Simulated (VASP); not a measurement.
The system is CoSi2 (fluorite type).

```xyz
3
Lattice="0.0000 2.6470 2.6470 2.6470 0.0000 2.6470 2.6470 2.6470 0.0000" Properties=species:S:1:pos:R:3 pbc="T T T"
Co    0.0000    0.0000    0.0000
Si    1.3235    1.3235    1.3235
Si    3.9706    3.9706    3.9706
```

| Item | Value |
| --- | --- |
| Program | VASP 6.6.1 |
| Task | relaxation of cell and atoms |
| Functional | PBE |
| Potentials or basis | VASP PAW PBE potentials, release 64 (Co, Si) |
| Cutoff | 600 eV |
| k mesh | 11 × 11 × 11 |
| Occupations | fermi-dirac, width 0.1 eV |
| Spin | no spin polarisation |

At the start: pressure 7.1 GPa; volume 12.36 Å³/atom.

Question: Where does the relaxation end?

Answer: Over 3 steps the energy falls by 9.8 meV/atom and the volume is 12.83 Å³/atom (+3.7 %); space group Fm-3m (No. 225, to 0.05 Å).

The path:
```tsv
step	energy change (eV)	largest force (eV/Å)	pressure (GPa)	volume (Å³)
1	0.0000	0.0000	7.07	37.09
2	0.0064	0.0000	-6.73	40.10
3	-0.0293	0.0000	-0.05	38.48
```

Final structure:
```yaml
crystal:
  lattice:
    - [0.00000, 2.67956, 2.67956]
    - [2.67956, 0.00000, 2.67956]
    - [2.67956, 2.67956, 0.00000]
  atoms:
    - { symbol: Co, position: [0.00000, 0.00000, 0.00000] }
    - { symbol: Si, position: [0.25000, 0.25000, 0.25000] }
    - { symbol: Si, position: [0.75000, 0.75000, 0.75000] }
```
